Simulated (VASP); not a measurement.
# ScAl2 (Fd-3m) in VASP: single point with LDA

Aim: the single point of ScAl2 with LDA.

All numbers are computed with VASP 6.6.1; they aren't measurements. Logs are shortened: lines on timing, memory, paths and dates and some standing lists are left out, and cuts for length are marked.

## Step 1: The cell of the first run

The structure is cubic, space group Fd-3m (No. 227). Conventional cell: a = 7.454 Å, b = 7.454 Å, c = 7.454 Å, α = 90.00°, β = 90.00°, γ = 90.00°. Sc (site symmetry -43m) has 12 Al at 3.09 Å and 4 Sc at 3.23 Å within 4.1 Å. Al (site symmetry -3m) has 6 Al at 2.64 Å and 6 Sc at 3.09 Å within 3.5 Å.

## Step 2: Single point, LDA

The input, INCAR:

```
SYSTEM = ScAl2
  PREC = Accurate
  ENCUT = 500
  EDIFF = 1E-6
  ISMEAR = -1
  SIGMA = 0.15
  LREAL = .False.
  LASPH = .True.
  NELM = 120
  ALGO = Normal
  ISIF = 2
  LWAVE = .False.
  LCHARG = .False.
  GGA = CA
  NBANDS = 26
  GGA_COMPAT = .False.
```

The input, KPOINTS:

```
regular mesh
0
Gamma
  8 8 8
  0 0 0
```

The input, POSCAR:

```
ScAl2
1.0
    0.0000000000      3.7270540844      3.7270540844
    3.7270540844      0.0000000000      3.7270540844
    3.7270540844      3.7270540844      0.0000000000
Sc Al
2 4
Direct
    0.5000000000      0.5000000000      0.5000000000
    0.7500000000      0.7500000000      0.7500000000
    0.1250000000      0.1250000000      0.1250000000
    0.6250000000      0.1250000000      0.1250000000
    0.1250000000      0.6250000000      0.1250000000
    0.1250000000      0.1250000000      0.6250000000
```

Potentials or basis: VASP PAW LDA potentials, release 64 (Sc_sv, Al).

Run with:

```bash
$ cat potpaw_LDA.64/Sc_sv/POTCAR potpaw_LDA.64/Al/POTCAR > POTCAR
$ mpirun -np 1 vasp_std > vasp.out
```

OUTCAR:

```text
SYSTEM = ScAl2
   PREC = Accurate
   ENCUT = 500
   EDIFF = 1E-6
   ISMEAR = -1
   LREAL = .False.
   LASPH = .True.
   NELM = 120
   ISIF = 2
   GGA = CA

 ion  position               nearest neighbor table
   1  0.500  0.500  0.500-   3 3.09   5 3.09   6 3.09   3 3.09   4 3.09   6 3.09   3 3.09   4 3.09
                             5 3.09   4 3.09   5 3.09   6 3.09   2 3.23   2 3.23   2 3.23   2 3.23
   2  0.750  0.750  0.750-   4 3.09   5 3.09   6 3.09   3 3.09   4 3.09   5 3.09   3 3.09   4 3.09
                             6 3.09   3 3.09   5 3.09   6 3.09   1 3.23   1 3.23   1 3.23   1 3.23
   3  0.125  0.125  0.125-   4 2.64   5 2.64   6 2.64   6 2.64   5 2.64   4 2.64   1 3.09   2 3.09
                             1 3.09   2 3.09   1 3.09   2 3.09
   4  0.625  0.125  0.125-   3 2.64   6 2.64   5 2.64   3 2.64   5 2.64   6 2.64   2 3.09   1 3.09
                             1 3.09   2 3.09   2 3.09   1 3.09
   5  0.125  0.625  0.125-   3 2.64   6 2.64   3 2.64   4 2.64   6 2.64   4 2.64   2 3.09   1 3.09
                             2 3.09   2 3.09   1 3.09   1 3.09
   6  0.125  0.125  0.625-   3 2.64   3 2.64   4 2.64   5 2.64   5 2.64   4 2.64   1 3.09   2 3.09
                             1 3.09   2 3.09   1 3.09   2 3.09

  LATTYP: Found a face centered cubic cell.
 ALAT       =     7.4541081688

  Lattice vectors:

 A1 = (   0.0000000000,   3.7270540844,   3.7270540844)
 A2 = (   3.7270540844,   0.0000000000,   3.7270540844)
 A3 = (   3.7270540844,   3.7270540844,   0.0000000000)

Analysis of symmetry for initial positions (statically):
=====================================================================
 Subroutine PRICEL returns:
 Original cell was already a primitive cell.

 Routine SETGRP: Setting up the symmetry group for a
 face centered cubic supercell.

 Subroutine GETGRP returns: Found 48 space group operations
 (whereof 24 operations were pure point group operations)
 out of a pool of 48 trial point group operations.

The static configuration has the point symmetry T_d .
 The point group associated with its full space group is O_h .

Analysis of symmetry for dynamics (positions and initial velocities):
=====================================================================
 Subroutine PRICEL returns:
 Original cell was already a primitive cell.

 Routine SETGRP: Setting up the symmetry group for a
 face centered cubic supercell.

 Subroutine GETGRP returns: Found 48 space group operations
 (whereof 24 operations were pure point group operations)
 out of a pool of 48 trial point group operations.

The dynamic configuration has the point symmetry T_d .
 The point group associated with its full space group is O_h .

 Subroutine INISYM returns: Found 48 space group operations
 (whereof 24 operations are pure point group operations),
 and found     1 'primitive' translations

----------------------------------------------------------------------------------------

                                     Primitive cell

  volume of cell :     103.5445

  direct lattice vectors                    reciprocal lattice vectors
     0.000000000  3.727054084  3.727054084    -0.134154211  0.134154211  0.134154211
     3.727054084  0.000000000  3.727054084     0.134154211 -0.134154211  0.134154211
     3.727054084  3.727054084  0.000000000     0.134154211  0.134154211 -0.134154211

  length of vectors
     5.270850434  5.270850434  5.270850434     0.232361909  0.232361909  0.232361909

  position of ions in fractional coordinates (direct lattice)
     0.500000000  0.500000000  0.500000000
     0.750000000  0.750000000  0.750000000
     0.125000000  0.125000000  0.125000000
     0.625000000  0.125000000  0.125000000
     0.125000000  0.625000000  0.125000000
     0.125000000  0.125000000  0.625000000

  ion indices of the primitive-cell ions
   primitive index   ion index
                 1           1
                 2           2
                 3           3
                 4           4
                 5           5
                 6           6

----------------------------------------------------------------------------------------

 KPOINTS: regular mesh

Automatic generation of k-mesh.
 Grid dimensions read from file:
 generate k-points for:    8    8    8

 Generating k-lattice:

  Cartesian coordinates                     Fractional coordinates (reciprocal lattice)
    -0.016769276  0.016769276  0.016769276     0.125000000  0.000000000  0.000000000
     0.016769276 -0.016769276  0.016769276     0.000000000  0.125000000  0.000000000
     0.016769276  0.016769276 -0.016769276     0.000000000  0.000000000  0.125000000

  Length of vectors
     0.029045239  0.029045239  0.029045239

  Shift w.r.t. Gamma in fractional coordinates (k-lattice)
     0.000000000  0.000000000  0.000000000

 Subroutine IBZKPT returns following result:
 ===========================================

 Found     29 irreducible k-points:

 Following reciprocal coordinates:
            Coordinates               Weight
  0.000000  0.000000  0.000000      1.000000
  0.125000  0.000000  0.000000      8.000000
  0.250000  0.000000  0.000000      8.000000
  0.375000  0.000000  0.000000      8.000000
  0.500000  0.000000  0.000000      4.000000
  0.125000  0.125000  0.000000      6.000000
[... 16 lines left out ...]
  0.500000  0.250000  0.125000     48.000000
 -0.375000  0.250000  0.125000     24.000000
 [... further k-points ...]
   k-points           NKPTS =     29   k-points in BZ     NKDIM =     29   number of bands    NBANDS=     26
   number of dos      NEDOS =    301   number of ions     NIONS =      6
   total plane-waves  NPLWV =  64000
   dimension x,y,z NGX =    40 NGY =   40 NGZ =   40
   dimension x,y,z NGXF=    80 NGYF=   80 NGZF=   80
   ions per type =               2   4
   NGX,Y,Z   is equivalent  to a cutoff of  12.62, 12.62, 12.62 a.u.
   NGXF,Y,Z  is equivalent  to a cutoff of  25.23, 25.23, 25.23 a.u.
 SYSTEM =  ScAl2
   PREC   = accura    normal or accurate (medium, high low for compatibility)
   ISTART =      0    job   : 0-new  1-cont  2-samecut
   ICHARG =      2    charge: 1-file 2-atom 10-const
   ISPIN  =      1    spin polarized calculation?
   LNONCOLLINEAR =      F non collinear calculations
   LSORBIT =      F    spin-orbit coupling
   LASPH  =      T    aspherical Exc in radial PAW
   ENCUT  =  500.0 eV  36.75 Ry    6.06 a.u.   9.61  9.61  9.61*2*pi/ulx,y,z
   NELM   =    120;   NELMIN=  2; NELMDL= -5     # of ELM steps
   EDIFF  = 0.1E-05   stopping-criterion for ELM
   LREAL  =      F    real-space projection
   EDIFFG = 0.1E-04   stopping-criterion for IOM
   NSW    =      0    number of steps for IOM
   IBRION =     -1    ionic relax: 0-MD 1-quasi-New 2-CG
   NFREE  =      0    steps in history (QN), initial steepest desc. (CG)
   ISIF   =      2    stress and relaxation
   ISYM   =      2    0-nonsym 1-usesym 2-fastsym
   POTIM  = 0.5000    time-step for ionic-motion
   TEBEG  =    0.0;   TEEND  =   0.0 temperature during run
   PSTRESS=    0.0 pullay stress
   NELECT =      34.0000    total number of electrons
   NUPDOWN=      -1.0000    fix difference up-down
   EMIN   =  10.00;   EMAX   =-10.00  energy-range for DOS
   EFERMI =   0.00;   METHOD = LEGACY
   ISMEAR =    -1;   SIGMA  =   0.15  broadening in eV -4-tet -1-fermi 0-gaus
   EFERMI_NEDOS =   21; number of points for ismear=-14 and -15
   IALGO  =     38    algorithm
   IMIX   =      4    mixing-type and parameters
     AMIX     =   0.40;   BMIX     =  1.00
     AMIX_MAG =   1.60;   BMIX_MAG =  1.00
  volume/ion in A,a.u.               =      17.26       116.46
  Fermi-wavevector in a.u.,A,eV,Ry     =   1.129429  2.134311 17.355713  1.275609
  Thomas-Fermi vector in A             =   2.266122
   LORBIT       =      0    0 simple, 1 ext, 2 COOP (PROOUT), +10 PAW based schemes
   GGA     = CA    functional components
   LHFCALC =     F    Hartree Fock is set to
   AEXX    =    0.0000 exact exchange contribution
   IVDW    =     0    specifies the selected vdW correction
   LEPSILON=     F    determine dielectric tensor
   LRPA    =     F    only Hartree local field effects (RPA)
 non-spin polarized calculation
  energy-cutoff  :      500.00
  volume of cell :      103.54
 maximum number of plane-waves:      2685
 NGX is ok and might be reduce to    40
   NGX = 19   NGY = 19   NGZ = 19

 number of electron      34.0000007 magnetization

 Free energy of the ion-electron system (eV)
  ---------------------------------------------------
  ext. energy  EPLUGINS =         0.00000000
  ---------------------------------------------------
  free energy    TOTEN  =       -33.36544965 eV

  energy without entropy =      -33.11772384  energy(sigma->0) =      -33.24158675

 E-fermi :   6.6713     XC(G=0): -10.6865

 val. band max:        6.6567330941   @ k =   0.5000   0.2500   0.0000
 cond. band min:       6.7163525661   @ k =  -0.3750   0.1250   0.0000
 fundamental gap:      0.0596194720
 Fermi energy:         6.6713359682

 k-point     1 :       0.0000    0.0000    0.0000
  band No.  band energies     occupation
      1     -41.9503      2.00000
      2     -41.9003      2.00000
      3     -20.9974      2.00000
      4     -20.9974      2.00000
      5     -20.9974      2.00000
      6     -20.8699      2.00000
[... 18 lines left out ...]
     25      10.2012      0.00000
     26      10.2012      0.00000

 k-point     2 :       0.1250    0.0000    0.0000
  band No.  band energies     occupation
      1     -41.9489      2.00000
      2     -41.9017      2.00000
      3     -20.9999      2.00000
      4     -20.9999      2.00000
      5     -20.9975      2.00000
      6     -20.8705      2.00000
[... 18 lines left out ...]
     25       9.9562      0.00000
     26       9.9599      0.00000

 k-point     3 :       0.2500    0.0000    0.0000
  band No.  band energies     occupation
      1     -41.9451      2.00000
      2     -41.9055      2.00000
      3     -21.0055      2.00000
      4     -21.0055      2.00000
      5     -20.9980      2.00000
      6     -20.8718      2.00000
[... 18 lines left out ...]
     25       9.7581      0.00000
     26       9.7588      0.00000

 k-point     4 :       0.3750    0.0000    0.0000
  band No.  band energies     occupation
      1     -41.9403      2.00000
      2     -41.9103      2.00000
      3     -21.0107      2.00000
      4     -21.0107      2.00000
      5     -20.9990      2.00000
      6     -20.8728      2.00000
[... 18 lines left out ...]
     25       9.7654      0.00000
     26       9.7655      0.00000

 k-point     5 :       0.5000    0.0000    0.0000
  band No.  band energies     occupation
      1     -41.9378      2.00000
      2     -41.9128      2.00000
      3     -21.0128      2.00000
      4     -21.0128      2.00000
      5     -20.9994      2.00000
      6     -20.8730      2.00000
[... 18 lines left out ...]
     25       9.8719      0.00000
     26       9.8779      0.00000

 k-point     6 :       0.1250    0.1250    0.0000
  band No.  band energies     occupation
      1     -41.9484      2.00000
      2     -41.9022      2.00000
      3     -21.0028      2.00000
      4     -21.0028      2.00000
      5     -20.9928      2.00000
      6     -20.8753      2.00000
[... 427 lines left out ...]
 k-point    21 :       0.5000    0.5000    0.0000
  band No.  band energies     occupation
      1     -41.9253      2.00000
      2     -41.9253      2.00000
      3     -21.0287      2.00000
      4     -21.0287      2.00000
      5     -20.9363      2.00000
      6     -20.9363      2.00000
[... 18 lines left out ...]
     25      10.9717      0.00000
     26      10.9717      0.00000

 k-point    22 :       0.3750    0.2500    0.1250
  band No.  band energies     occupation
      1     -41.9416      2.00000
      2     -41.9090      2.00000
      3     -21.0184      2.00000
      4     -21.0122      2.00000
      5     -20.9819      2.00000
      6     -20.8879      2.00000
[... 18 lines left out ...]
     25       9.7995      0.00000
     26       9.9687      0.00000

 k-point    23 :       0.5000    0.2500    0.1250
  band No.  band energies     occupation
      1     -41.9368      2.00000
      2     -41.9137      2.00000
      3     -21.0256      2.00000
      4     -21.0168      2.00000
      5     -20.9749      2.00000
      6     -20.8954      2.00000
[... 18 lines left out ...]
     25      10.0244      0.00000
     26      10.1672      0.00000

 k-point    24 :      -0.3750    0.2500    0.1250
  band No.  band energies     occupation
      1     -41.9341      2.00000
      2     -41.9164      2.00000
      3     -21.0281      2.00000
      4     -21.0189      2.00000
      5     -20.9718      2.00000
      6     -20.8987      2.00000
[... 18 lines left out ...]
     25       9.8820      0.00000
     26      10.2846      0.00000

 [... further k-points ...]

------------------------ aborting loop because EDIFF is reached ----------------------------------------

  FORCE on cell =-STRESS in cart. coord.  units (eV):
  Direction    XX          YY          ZZ          XY          YZ          ZX
  --------------------------------------------------------------------------------------
  -------------------------------------------------------------------------------------
  Total        0.1147273      0.1147273      0.1147273     -0.0000000     -0.0000000     -0.0000000
  in kB        1.7752121      1.7752121      1.7752121     -0.0000000     -0.0000000     -0.0000000
  external PRESSURE =       1.7752121 kB  Pullay stress =       0.0000000 kB

 VOLUME and BASIS-vectors are now :
 -----------------------------------------------------------------------------
  energy-cutoff  :      500.00
  volume of cell :      103.54
      direct lattice vectors                 reciprocal lattice vectors
     0.000000000  3.727054084  3.727054084    -0.134154211  0.134154211  0.134154211
     3.727054084  0.000000000  3.727054084     0.134154211 -0.134154211  0.134154211
     3.727054084  3.727054084  0.000000000     0.134154211  0.134154211 -0.134154211

 POSITION                                       TOTAL-FORCE (eV/Angst)
 -----------------------------------------------------------------------------------
      3.72705      3.72705      3.72705         0.000000      0.000000      0.000000
      5.59058      5.59058      5.59058        -0.000000     -0.000000     -0.000000
      0.93176      0.93176      0.93176         0.000000      0.000000      0.000000
      0.93176      2.79529      2.79529         0.000000      0.000000      0.000000
      2.79529      0.93176      2.79529         0.000000      0.000000      0.000000
      2.79529      2.79529      0.93176         0.000000      0.000000      0.000000
 -----------------------------------------------------------------------------------
    total drift:                               -0.000000     -0.000000      0.000000

  FREE ENERGIE OF THE ION-ELECTRON SYSTEM (eV)
  ---------------------------------------------------
  free  energy   TOTEN  =       -33.3654496530 eV

  energy  without entropy=      -33.1177238418  energy(sigma->0) =      -33.24158675
```

It took 1.9 min on 1 thread of AMD EPYC 7R43 (Zen 3), shared host; peak memory 0.18 GiB.

What came out:

```yaml
Free_energy: -33.3654 eV
Pressure: 0.2 GPa
Band_gap_on_the_k_mesh: zero (bands 17 and 18 overlap by 2.42 eV)
```

Levels at points of the mesh, in eV from the Fermi level:
| k point | band 15 | band 16 | band 17 | band 18 | band 19 | band 20 |
| --- | --- | --- | --- | --- | --- | --- |
| (0.00, 0.00, 0.00) | -2.47 | -2.47 | -1.79 | -1.79 | 0.39 | 2.20 |
| (0.50, 0.00, 0.00) | -1.89 | -0.38 | -0.18 | -0.18 | 1.67 | 1.67 |
| (0.50, 0.50, 0.00) | 0.21 | 0.21 | 0.63 | 0.63 | 0.79 | 0.79 |

The gap in the log of VASP goes by the Fermi energy; the results here count the filled bands.